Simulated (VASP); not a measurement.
Runs of VASP 6.6.1 on Si. The typed cell holds 1 atom: a = 2.765 Å, b = 2.307 Å, c = 2.655 Å, α = 60.64°, β = 73.23°, γ = 67.05°. 

```csv
screening parameter,gap on the mesh (eV),pressure (GPa)
0.1 1/Å,none,(b)
0.3 1/Å,none,(a)
0.6 1/Å,none,13.1
0.4 1/Å,none,12.4
0.2 1/Å,none,11.5
```

Alike in all rows: task single point; level PBE-based screened hybrid with 25 % exact exchange; potentials or basis VASP PAW PBE potentials, release 64 (Si); no spin polarisation; cell as given; k mesh 5 × 7 × 6; cutoff (eV) 400; smearing fermi-dirac 0.05 eV.

**Question.** Estimate the missing entries.

**Answer.** (a) 12.0; (b) 10.9.

Caveats: all runs use coarse meshes; the PAW data sets were made with another functional, which shifts forces and pressure a little.

A gap of «none» marks levels without a gap at the run's occupations.
